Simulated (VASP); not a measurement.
# Ni in VASP: single point with PBE

Aim: the single point of Ni with PBE.

Everything below comes from runs of VASP 6.6.1. Logs are shortened: lines on timing, memory, paths and dates and some standing lists are left out, and cuts for length are marked.

## Step 1: The cell of the first run

The cell holds a slab with vacuum, 4 atoms: a = 2.488 Å, b = 2.488 Å, c = 22.094 Å, α = 90.00°, β = 90.00°, γ = 120.00°.

## Step 2: Single point, PBE, collinear spin, ferromagnetic start

INCAR

```
SYSTEM = Ni
PREC     = Accurate       ! precision mode
ENCUT    = 520            ! plane-wave cutoff, eV
EDIFF    = 1E-6           ! SCF threshold, eV
ISMEAR   = -1             ! smearing method
SIGMA    = 0.05           ! smearing width, eV
LREAL    = .FALSE.        ! projectors in reciprocal space
LASPH    = .TRUE.         ! aspherical terms in the spheres
NELM     = 150            ! most SCF steps
ALGO     = Normal         ! electronic algorithm
ISIF     = 2              ! what is computed and relaxed
LWAVE    = .FALSE.        ! write WAVECAR
LCHARG   = .FALSE.        ! write CHGCAR
ISPIN    = 2              ! spin polarisation
MAGMOM   = 1 1 1 1        ! initial moments
LORBIT   = 11             ! projections on sites
LMAXMIX  = 4              ! l up to which the mixer works
LDIPOL   = .TRUE.       
IDIPOL   = 3            
DIPOL    = 0.5 0.5 0.500
GGA      = PE             ! functional
NBANDS   = 32             ! bands
```

KPOINTS

```
Automatic mesh
0
G
  19 19 1
  0 0 0
```

POSCAR

```
Ni
1.0
    2.4880368655      0.0000000000      0.0000000000
   -1.2440184327      2.1547031311      0.0000000000
    0.0000000000      0.0000000000     22.0944000000
Ni
4
Direct
    0.0000000000      0.0000000000      0.3634997658
    0.3333333333      0.6666666667      0.4542488213
    0.6666666667      0.3333333333      0.5457515064
    0.0000000000      0.0000000000      0.6364999059
```

Potentials or basis: VASP PAW PBE potentials, release 64 (Ni).

The run is started by

```console
> cat potpaw_PBE.64/Ni/POTCAR > POTCAR
> mpirun -np 1 vasp_std > vasp.out
```

OUTCAR:

```text
SYSTEM = Ni
   PREC = Accurate
   ENCUT = 520
   EDIFF = 1E-6
   ISMEAR = -1
   LREAL = .FALSE.
   LASPH = .TRUE.
   NELM = 150
   ISIF = 2
   ISPIN = 2
   LORBIT = 11
   GGA = PE

 ion  position               nearest neighbor table
   1  0.000  0.000  0.363-   2 2.47   2 2.47   2 2.47
   2  0.333  0.667  0.454-   1 2.47   1 2.47   1 2.47   3 2.48   3 2.48   3 2.48
   3  0.667  0.333  0.546-   4 2.47   4 2.47   4 2.47   2 2.48   2 2.48   2 2.48
   4  0.000  0.000  0.636-   3 2.47   3 2.47   3 2.47

  LATTYP: Found a hexagonal cell.
 ALAT       =     2.4880368655
 C/A-ratio  =     8.8802542705

  Lattice vectors:

 A1 = (   2.4880368655,   0.0000000000,   0.0000000000)
 A2 = (  -1.2440184327,   2.1547031311,   0.0000000000)
 A3 = (   0.0000000000,   0.0000000000,  22.0944000000)

Analysis of symmetry for initial positions (statically):
=====================================================================
 Subroutine PRICEL returns:
 Original cell was already a primitive cell.

 Routine SETGRP: Setting up the symmetry group for a
 hexagonal supercell.

 Subroutine GETGRP returns: Found 12 space group operations
 (whereof 12 operations were pure point group operations)
 out of a pool of 24 trial point group operations.

The static configuration has the point symmetry D_3d.

Analysis of symmetry for dynamics (positions and initial velocities):
=====================================================================
 Subroutine PRICEL returns:
 Original cell was already a primitive cell.

 Routine SETGRP: Setting up the symmetry group for a
 hexagonal supercell.

 Subroutine GETGRP returns: Found 12 space group operations
 (whereof 12 operations were pure point group operations)
 out of a pool of 24 trial point group operations.

The dynamic configuration has the point symmetry D_3d.

Analysis of structural, dynamic, and magnetic symmetry:
=====================================================================
 Subroutine PRICEL returns:
 Original cell was already a primitive cell.

 Routine SETGRP: Setting up the symmetry group for a
 hexagonal supercell.

 Subroutine GETGRP returns: Found 12 space group operations
 (whereof 12 operations were pure point group operations)
 out of a pool of 24 trial point group operations.

The overall configuration has the point symmetry D_3d.

 Subroutine INISYM returns: Found 12 space group operations
 (whereof 12 operations are pure point group operations),
 and found     1 'primitive' translations

----------------------------------------------------------------------------------------

                                     Primitive cell

  volume of cell :     118.4477

  direct lattice vectors                    reciprocal lattice vectors
     2.488036865  0.000000000  0.000000000     0.401923305  0.232050528  0.000000000
    -1.244018433  2.154703131  0.000000000     0.000000000  0.464101057  0.000000000
     0.000000000  0.000000000 22.094400000     0.000000000  0.000000000  0.045260337

  length of vectors
     2.488036865  2.488036865 22.094400000     0.464101057  0.464101057  0.045260337

  position of ions in fractional coordinates (direct lattice)
     0.000000000  0.000000000  0.363499766
     0.333333333  0.666666667  0.454248821
     0.666666667  0.333333333  0.545751506
     0.000000000  0.000000000  0.636499906

  ion indices of the primitive-cell ions
   primitive index   ion index
                 1           1
                 2           2
                 3           3
                 4           4

----------------------------------------------------------------------------------------

 KPOINTS: Automatic mesh

Automatic generation of k-mesh.
 Grid dimensions read from file:
 generate k-points for:   19   19    1

 Generating k-lattice:

  Cartesian coordinates                     Fractional coordinates (reciprocal lattice)
     0.021153858  0.012213186  0.000000000     0.052631579  0.000000000  0.000000000
     0.000000000  0.024426371  0.000000000     0.000000000  0.052631579  0.000000000
     0.000000000  0.000000000  0.045260337     0.000000000  0.000000000  1.000000000

  Length of vectors
     0.024426371  0.024426371  0.045260337

  Shift w.r.t. Gamma in fractional coordinates (k-lattice)
     0.000000000  0.000000000  0.000000000

 Subroutine IBZKPT returns following result:
 ===========================================

 Found     40 irreducible k-points:

 Following reciprocal coordinates:
            Coordinates               Weight
  0.000000  0.000000  0.000000      1.000000
  0.052632  0.000000  0.000000      6.000000
  0.105263  0.000000  0.000000      6.000000
  0.157895  0.000000  0.000000      6.000000
  0.210526 -0.000000  0.000000      6.000000
  0.263158  0.000000  0.000000      6.000000
[... 16 lines left out ...]
  0.263158  0.105263  0.000000     12.000000
  0.315789  0.105263  0.000000     12.000000
 [... further k-points ...]
   k-points           NKPTS =     40   k-points in BZ     NKDIM =     40   number of bands    NBANDS=     32
   number of dos      NEDOS =    301   number of ions     NIONS =      4
   total plane-waves  NPLWV =  67200
   dimension x,y,z NGX =    20 NGY =   20 NGZ =  168
   dimension x,y,z NGXF=    40 NGYF=   40 NGZF=  336
   ions per type =               4
   NGX,Y,Z   is equivalent  to a cutoff of  13.36, 13.36, 12.64 a.u.
   NGXF,Y,Z  is equivalent  to a cutoff of  26.73, 26.73, 25.28 a.u.
 SYSTEM =  Ni
   PREC   = accura    normal or accurate (medium, high low for compatibility)
   ISTART =      0    job   : 0-new  1-cont  2-samecut
   ICHARG =      2    charge: 1-file 2-atom 10-const
   ISPIN  =      2    spin polarized calculation?
   LNONCOLLINEAR =      F non collinear calculations
   LSORBIT =      F    spin-orbit coupling
   LASPH  =      T    aspherical Exc in radial PAW
   ENCUT  =  520.0 eV  38.22 Ry    6.18 a.u.   4.63  4.63 41.08*2*pi/ulx,y,z
   NELM   =    150;   NELMIN=  2; NELMDL= -5     # of ELM steps
   EDIFF  = 0.1E-05   stopping-criterion for ELM
   LREAL  =      F    real-space projection
   EDIFFG = 0.1E-04   stopping-criterion for IOM
   NSW    =      0    number of steps for IOM
   IBRION =     -1    ionic relax: 0-MD 1-quasi-New 2-CG
   NFREE  =      0    steps in history (QN), initial steepest desc. (CG)
   ISIF   =      2    stress and relaxation
   ISYM   =      2    0-nonsym 1-usesym 2-fastsym
   POTIM  = 0.5000    time-step for ionic-motion
   TEBEG  =    0.0;   TEEND  =   0.0 temperature during run
   PSTRESS=    0.0 pullay stress
   NELECT =      40.0000    total number of electrons
   NUPDOWN=      -1.0000    fix difference up-down
   EMIN   =  10.00;   EMAX   =-10.00  energy-range for DOS
   EFERMI =   0.00;   METHOD = LEGACY
   ISMEAR =    -1;   SIGMA  =   0.05  broadening in eV -4-tet -1-fermi 0-gaus
   EFERMI_NEDOS =   21; number of points for ismear=-14 and -15
   IALGO  =     38    algorithm
   IMIX   =      4    mixing-type and parameters
     AMIX     =   0.40;   BMIX     =  1.00
     AMIX_MAG =   1.60;   BMIX_MAG =  1.00
  volume/ion in A,a.u.               =      29.61       199.83
  Fermi-wavevector in a.u.,A,eV,Ry     =   1.140038  2.154359 17.683311  1.299687
  Thomas-Fermi vector in A             =   2.276741
   LORBIT       =     11    0 simple, 1 ext, 2 COOP (PROOUT), +10 PAW based schemes
   GGA     = PE    functional components
   LHFCALC =     F    Hartree Fock is set to
   AEXX    =    0.0000 exact exchange contribution
   IVDW    =     0    specifies the selected vdW correction
   LEPSILON=     F    determine dielectric tensor
   LRPA    =     F    only Hartree local field effects (RPA)
 spin polarized calculation
  energy-cutoff  :      520.00
  volume of cell :      118.45
 maximum number of plane-waves:      3226
 NGX is ok and might be reduce to    20
   NGX =  9   NGY =  9   NGZ = 83

 dipolmoment           0.000000      0.000000      0.000000 electrons x Angstroem

 number of electron      40.0000009 magnetization       2.6278273

 dipolmoment           0.000000      0.000000     -0.000000 electrons x Angstroem

 Free energy of the ion-electron system (eV)
  ---------------------------------------------------
  ext. energy  EPLUGINS =         0.00000000
  ---------------------------------------------------
  free energy    TOTEN  =       -20.63177816 eV

  energy without entropy =      -20.57458124  energy(sigma->0) =      -20.60317970

 E-fermi :   0.3149     XC(G=0):  -5.7033

 val. band max:        0.3068255761   @ k =   0.4211   0.1579   0.0000
 cond. band min:       0.3200539082   @ k =   0.3684   0.0526   0.0000
 fundamental gap:      0.0132283321
 Fermi energy:         0.3149117105

 spin component 1

 k-point     1 :       0.0000    0.0000    0.0000
  band No.  band energies     occupation
      1      -8.2622      1.00000
      2      -6.8975      1.00000
      3      -5.2302      1.00000
      4      -4.5660      1.00000
      5      -2.2448      1.00000
      6      -2.1612      1.00000
[... 829 lines left out ...]
     31      11.1444      0.00000
     32      11.6055      0.00000

 [... further k-points ...]

 spin component 2

 k-point     1 :       0.0000    0.0000    0.0000
  band No.  band energies     occupation
      1      -8.3003      1.00000
      2      -6.9254      1.00000
      3      -5.1543      1.00000
      4      -4.2049      1.00000
      5      -1.5829      1.00000
      6      -1.4543      1.00000
[... 829 lines left out ...]
     31      11.1897      0.00000
     32      11.7045      0.00000

 [... further k-points ...]

------------------------ aborting loop because EDIFF is reached ----------------------------------------

 vacuum level on the upper side and lower side of the slab       (xc-potential included)        -0.004        -0.004

  FORCE on cell =-STRESS in cart. coord.  units (eV):
  Direction    XX          YY          ZZ          XY          YZ          ZX
  --------------------------------------------------------------------------------------
  -------------------------------------------------------------------------------------
  Total       -1.4251731     -1.4251731      0.0014132     -0.0000000     -0.0000000     -0.0000000
  in kB      -19.2775459    -19.2775459      0.0191156     -0.0000000     -0.0000000     -0.0000000
  external PRESSURE =     -12.8453254 kB  Pullay stress =       0.0000000 kB

 VOLUME and BASIS-vectors are now :
 -----------------------------------------------------------------------------
  energy-cutoff  :      520.00
  volume of cell :      118.45
      direct lattice vectors                 reciprocal lattice vectors
     2.488036865  0.000000000  0.000000000     0.401923305  0.232050528  0.000000000
    -1.244018433  2.154703131  0.000000000     0.000000000  0.464101057  0.000000000
     0.000000000  0.000000000 22.094400000     0.000000000  0.000000000  0.045260337

 POSITION                                       TOTAL-FORCE (eV/Angst)
 -----------------------------------------------------------------------------------
      0.00000      0.00000      8.03131        -0.000000     -0.000000      0.000626
     -0.00000      1.43647     10.03636         0.000000      0.000000     -0.001863
      1.24402      0.71823     12.05805         0.000000     -0.000000      0.001863
      0.00000      0.00000     14.06308        -0.000000      0.000000     -0.000626
 -----------------------------------------------------------------------------------
    total drift:                               -0.000000     -0.000000     -0.000099

  FREE ENERGIE OF THE ION-ELECTRON SYSTEM (eV)
  ---------------------------------------------------
  free  energy   TOTEN  =       -20.6317781569 eV

  energy  without entropy=      -20.5745812372  energy(sigma->0) =      -20.60317970

 vacuum level on the upper side and lower side of the slab         5.359         5.359

 total charge

# of ion       s       p       d       tot
------------------------------------------
    1        0.491   0.385   8.309   9.185
    2        0.497   0.502   8.317   9.315
    3        0.497   0.502   8.317   9.315
    4        0.491   0.385   8.309   9.185
--------------------------------------------------
tot          1.975   1.774  33.251  37.000

 magnetization (x)

# of ion       s       p       d       tot
------------------------------------------
    1       -0.007  -0.025   0.698   0.666
    2       -0.007  -0.027   0.714   0.680
    3       -0.007  -0.027   0.714   0.680
    4       -0.007  -0.025   0.698   0.666
--------------------------------------------------
tot         -0.027  -0.104   2.822   2.692
```

It took 9 min on 1 thread of Intel Xeon Platinum 8375C at 2.90GHz (Ice Lake), shared host; peak memory 0.41 GiB.

What came out:

```
Free energy                                           : -20.6318 eV
Net moment                                            : 2.63 μB per cell
Site moments                                          : Ni +0.67, +0.68 (each value once) μB
Valence electrons inside the program's atomic spheres : Ni 9.19, 9.31 (each value once)
```
